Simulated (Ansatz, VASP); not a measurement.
SnO in VASP and in Ansatz

```
Sn O
1.0
     3.94270    0.00000    0.00000
     0.00000    3.94270    0.00000
     0.00000    0.00000    4.09670
Sn O
2 2
Cartesian
  0.0000 1.9713 1.0067
  1.9713 0.0000 3.0900
  0.0000 0.0000 0.0000
  1.9713 1.9713 0.0000
```

Alike in both runs: task single point; functional LDA; k mesh 10 × 10 × 8; occupations gaussian, width 0.15 eV; no spin polarisation.

|  | VASP | Ansatz |
| --- | --- | --- |
| version | VASP 6.6.1 | Ansatz 0.2.0 |
| potentials or method | VASP PAW LDA potentials, release 64 (Sn_d, O), cutoff 520 eV | scalar-relativistic, plane waves, PAW |
| valence electrons in the cell | 40 | 40 |

|  | VASP | Ansatz | Ansatz less VASP |
| --- | --- | --- | --- |
| gap on the k mesh at the Fermi level (eV) | 0.48 | 0.51 | +0.025 |
| least direct gap on the mesh (eV) | 1.32 | 1.35 | +0.034 |
| pressure (GPa) | 1.2 | 0.8 | -0.47 |
| traceless stress, the component that is largest in VASP (GPa) | 6.52 | 6.63 | +0.107 |
| rms of the force components (eV/Å) | 0.347 | 0.305 | -0.0425 |

LDA's correlation is that of Perdew and Zunger in VASP and of Perdew and Wang (1992) in Ansatz. Atom by atom the forces differ by 0.042 eV/Å (rms over components).
